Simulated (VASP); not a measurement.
Write the native input for VASP 6.6.1 that does the following.

```
Task                   : electric field gradients
Functional             : PBE
Potentials or basis    : VASP PAW PBE potentials, release 64 (Ba_sv, Ti_sv, O)
Cutoff                 : 520 eV
k mesh                 : 9 × 9 × 9
Occupations            : fermi-dirac, width 0.05 eV
Spin                   : no spin polarisation
Dipole correction      : no
Further INCAR settings : ALGO = Normal; EDIFF = 1e-08; NBANDS = 28
```

The structure of BaTiO3 lies in POSCAR:

```
BaTiO3
1.0
    2.8370624729      1.6379787824      2.3254317696
   -2.8370624729      1.6379787824      2.3254317696
    0.0000000000     -3.2759575648      2.3254317696
Ba Ti O
1 1 3
Direct
    0.0000000000      0.0000000000      0.0000000000
    0.5140000000      0.5140000000      0.5140000000
    0.4916000000      0.4916000000      0.9815000000
    0.4916000000      0.9815000000      0.4916000000
    0.9815000000      0.4916000000      0.4916000000
```

The input as run:

INCAR

```
SYSTEM = BaTiO3
PREC     = Accurate       ! precision mode
ENCUT    = 520            ! plane-wave cutoff, eV
EDIFF    = 1E-8           ! SCF threshold, eV
ISMEAR   = -1             ! smearing method
SIGMA    = 0.05           ! smearing width, eV
LREAL    = .FALSE.        ! projectors in reciprocal space
LASPH    = .TRUE.         ! aspherical terms in the spheres
NELM     = 80             ! most SCF steps
ALGO     = Normal         ! electronic algorithm
ISIF     = 2              ! what is computed and relaxed
LWAVE    = .FALSE.        ! write WAVECAR
LCHARG   = .FALSE.        ! write CHGCAR
GGA      = PE             ! functional
LEFG     = .TRUE.       
NBANDS   = 28             ! bands
```

KPOINTS

```
regular mesh
0
G
  9 9 9
  0 0 0
```

Potentials or basis: VASP PAW PBE potentials, release 64 (Ba_sv, Ti_sv, O).

The run is started by

```console
$ cat potpaw_PBE.64/Ba_sv/POTCAR potpaw_PBE.64/Ti_sv/POTCAR potpaw_PBE.64/O/POTCAR > POTCAR
$ mpirun -np 1 vasp_std > vasp.out
```

Results of the run:

```json
{
  "Pressure": "5.0 GPa",
  "Largest force": "0.147 eV/Å",
  "Band gap on the k mesh": "2.36 eV (least direct gap 2.72 eV)",
  "Largest electric field gradient by atom": "Ba +3.5; Ti +10.2; O +21.2 V/Å²"
}
```

Caveat: the cell stands under pressure; without QUAD_EFG the Cq values of the log hold for a quadrupole moment of 1 mb, not for the nuclei; spin-orbit coupling is left out, which moves the levels of the heavy elements.

It took 4.1 min on 1 thread of Intel Xeon 8259CL, on a shared host, peak memory 0.28 GiB.
